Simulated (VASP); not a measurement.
The system is KCl.

```
K Cl
1.0
     0.00000    3.14488    3.14488
     3.14488    0.00000    3.14488
     3.14488    3.14488    0.00000
K Cl
1 1
Direct
  0.00000 0.00000 0.00000
  0.50000 0.50000 0.50000
```

Base run:

```yaml
Program: VASP 6.6.1
Functional: r2SCANh
Potentials_or_basis: VASP PAW PBE potentials, release 64 (K_sv, Cl)
Cutoff: 520 eV
k_mesh: 6 × 6 × 6
Occupations: gaussian, width 0.01 eV
Spin: no spin polarisation
```

Its results: band gap on the k mesh 6.53 eV.

The run is repeated on the same cell with these changes: functional from r2SCANh to PBE; further incar settings from ALGO = Normal; EDIFF = 1e-07; NBANDS = 15 to ALGO = Normal; EDIFF = 1e-08. What comes out?

Band gap on the k mesh 5.19 eV.

